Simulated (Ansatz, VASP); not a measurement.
Mg2BeS3 in VASP and in Ansatz

INCAR

```
SYSTEM = Mg2BeS3
PREC     = Accurate       ! precision mode
ENCUT    = 600            ! plane-wave cutoff, eV
EDIFF    = 1E-7           ! SCF threshold, eV
ISMEAR   = 0              ! smearing method
SIGMA    = 0.01           ! smearing width, eV
LREAL    = .FALSE.        ! projectors in reciprocal space
LASPH    = .TRUE.         ! aspherical terms in the spheres
NELM     = 120            ! most SCF steps
ALGO     = Normal         ! electronic algorithm
ISIF     = 3              ! what is computed and relaxed
LWAVE    = .FALSE.        ! write WAVECAR
LCHARG   = .FALSE.        ! write CHGCAR
GGA      = PE             ! functional
IBRION   = 2              ! ionic algorithm
NSW      = 100            ! ionic steps
EDIFFG   = -0.01          ! ionic threshold
GGA_COMPAT= .FALSE.      
NELMIN   = 4
```

Contents of KPOINTS:

```
regular mesh
0
G
  10 10 4
  0 0 0
```

The input POSCAR:

```
Mg2BeS3
1.0
    3.4174694562      0.0000000000      0.0000000000
    0.0000000000      3.4174694562      0.0000000000
    0.0000000000      0.0000000000     11.4755673961
Mg Be S
2 1 3
Direct
    0.5000000000      0.0000000000      0.4024798904
    0.0000000000      0.5000000000      0.5975201096
    0.0000000000      0.0000000000      0.0000000000
    0.5000000000      0.0000000000      0.6304426247
    0.0000000000      0.5000000000      0.3695573753
    0.5000000000      0.5000000000      0.0000000000
```

Input for Ansatz:

```yaml
crystal:
  lattice:
    - [3.4174694562, 0.0, 0.0]
    - [0.0, 3.4174694562, 0.0]
    - [0.0, 0.0, 11.4755673961]
  atoms:
    - { symbol: Mg, position: [0.5, 0.0, 0.4024798904] }
    - { symbol: Mg, position: [0.0, 0.5, 0.5975201096] }
    - { symbol: Be, position: [0.0, 0.0, 0.0] }
    - { symbol: S, position: [0.5, 0.0, 0.6304426247] }
    - { symbol: S, position: [0.0, 0.5, 0.3695573753] }
    - { symbol: S, position: [0.5, 0.5, 0.0] }
basis:
  ecutwfc: 420
kpoints:
  mp_grid: { grid: [10, 10, 4] }
hamiltonian:
  xc: pbe
scf:
  occupations: { method: gaussian, width: 0.01 }
output:
  forces: true
  stress: true
  eigenvalues: true
relax:
  adjacent_minimum: "off"
  f_tol: 0.01
  max_steps: 80
  cell: { stress_tol: 0.05 }
```

Change from the starting cell: species swapped into the Ti2CuSb3 type (P-4m2, No. 115).

Alike in both runs: task relaxation of cell and atoms; functional PBE; k mesh 10 × 10 × 4; occupations gaussian, width 0.01 eV; no spin polarisation.

```csv
,VASP,Ansatz
version,VASP 6.6.1,Ansatz 0.2.0
potentials or method,"VASP PAW PBE potentials, release 64 (Mg, Be, S), cutoff 600 eV","scalar-relativistic, plane waves, PAW"
valence electrons in the cell,24,40
```

Ansatz gave:

| Property | Result |
| --- | --- |
| gap on the k mesh at the Fermi level, each at its own relaxed structure (eV) | 0.27 |
| relaxed volume (Å³/atom) | 23.34 |
| relaxed cell length with the largest relative difference (Å) | 11.996 |

Question: Which values does VASP return?

Answer: gap on the k mesh at the Fermi level, each at its own relaxed structure (eV): 0.27; relaxed volume (Å³/atom): 23.00; relaxed cell length with the largest relative difference (Å): 11.843.

VASP's potentials hold 24 valence electrons a cell and Ansatz's 40, so a difference there can come from the potentials and not from the codes.
